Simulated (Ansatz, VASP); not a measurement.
## Tl: VASP beside Ansatz

POSCAR

```
Tl
1.0
    4.0189706272      2.3203537735      6.8539611964
   -4.0189706272      2.3203537735      6.8539611964
    0.0000000000     -4.6407075469      6.8539611964
Tl
12
Direct
    0.0101900000      0.6536100000      0.0101900000
    0.0101900000      0.0101900000      0.6536100000
    0.6536100000      0.0101900000      0.0101900000
    0.9898100000      0.3463900000      0.9898100000
    0.3463900000      0.9898100000      0.9898100000
    0.9898100000      0.9898100000      0.3463900000
    0.2211800000      0.6306000000      0.2211800000
    0.2211800000      0.2211800000      0.6306000000
    0.6306000000      0.2211800000      0.2211800000
    0.7788200000      0.3694000000      0.7788200000
    0.3694000000      0.7788200000      0.7788200000
    0.7788200000      0.7788200000      0.3694000000
```

The input INCAR.step1:

```
SYSTEM = Tl
  PREC = Accurate
  ENCUT = 520
  ISMEAR = 0
  SIGMA = 0.1
  LREAL = .FALSE.
  LASPH = .TRUE.
  NELM = 100
  NBANDS = 90
  GGA = PE
  ALGO = Normal
  EDIFF = 1E-4
  LWAVE = .TRUE.
  LCHARG = .FALSE.
```

The input INCAR.step2:

```
SYSTEM = Tl
  PREC = Accurate
  ENCUT = 520
  EDIFF = 1E-6
  ISMEAR = 0
  SIGMA = 0.1
  LREAL = .FALSE.
  LASPH = .TRUE.
  NELM = 100
  ALGO = Normal
  ISIF = 2
  LWAVE = .FALSE.
  LCHARG = .FALSE.
  METAGGA = R2SCAN
  LMIXTAU = .TRUE.
  NBANDS = 90
  ISTART = 1
```

File KPOINTS:

```
regular mesh
0
G
  3 3 3
  0 0 0
```

Input for Ansatz:

```yaml
crystal:
  lattice:
    - [4.0189706272, 2.3203537735, 6.8539611964]
    - [-4.0189706272, 2.3203537735, 6.8539611964]
    - [0.0, -4.6407075469, 6.8539611964]
  atoms:
    - { symbol: Tl, position: [0.01019, 0.65361, 0.01019] }
    - { symbol: Tl, position: [0.01019, 0.01019, 0.65361] }
    - { symbol: Tl, position: [0.65361, 0.01019, 0.01019] }
    - { symbol: Tl, position: [0.98981, 0.34639, 0.98981] }
    - { symbol: Tl, position: [0.34639, 0.98981, 0.98981] }
    - { symbol: Tl, position: [0.98981, 0.98981, 0.34639] }
    - { symbol: Tl, position: [0.22118, 0.6306, 0.22118] }
    - { symbol: Tl, position: [0.22118, 0.22118, 0.6306] }
    - { symbol: Tl, position: [0.6306, 0.22118, 0.22118] }
    - { symbol: Tl, position: [0.77882, 0.3694, 0.77882] }
    - { symbol: Tl, position: [0.3694, 0.77882, 0.77882] }
    - { symbol: Tl, position: [0.77882, 0.77882, 0.3694] }
basis:
  ecutwfc: 500
kpoints:
  mp_grid: { grid: [3, 3, 3] }
hamiltonian:
  xc: r2scan
scf:
  occupations: { method: gaussian, width: 0.1 }
  lower_state_search: "off"
output:
  forces: true
  stress: true
  eigenvalues: true
```

Alike in both runs: task single point; functional r2SCAN; k mesh 3 × 3 × 3; occupations gaussian, width 0.1 eV; no spin polarisation.

```csv
,VASP,Ansatz
version,VASP 6.6.1,Ansatz 0.2.0
potentials or method,"VASP PAW PBE potentials, release 64 (Tl_d), cutoff 520 eV","scalar-relativistic, plane waves, PAW"
valence electrons in the cell,156,156
```

```tsv
	VASP	Ansatz	Ansatz less VASP
gap on the k mesh at the Fermi level (eV)	none	none	-
pressure (GPa)	9.7	9.7	-0.06
traceless stress, the component that is largest in VASP (GPa)	1.10	1.10	+0.001
rms of the force components (eV/Å)	0.951	0.941	-0.0100
```

VASP's potentials were made for PBE, not for r2SCAN. Atom by atom the forces differ by 0.010 eV/Å (rms over components). A gap of «none» marks a metal or a gap that the smearing closes.

Spin-orbit coupling is off throughout.
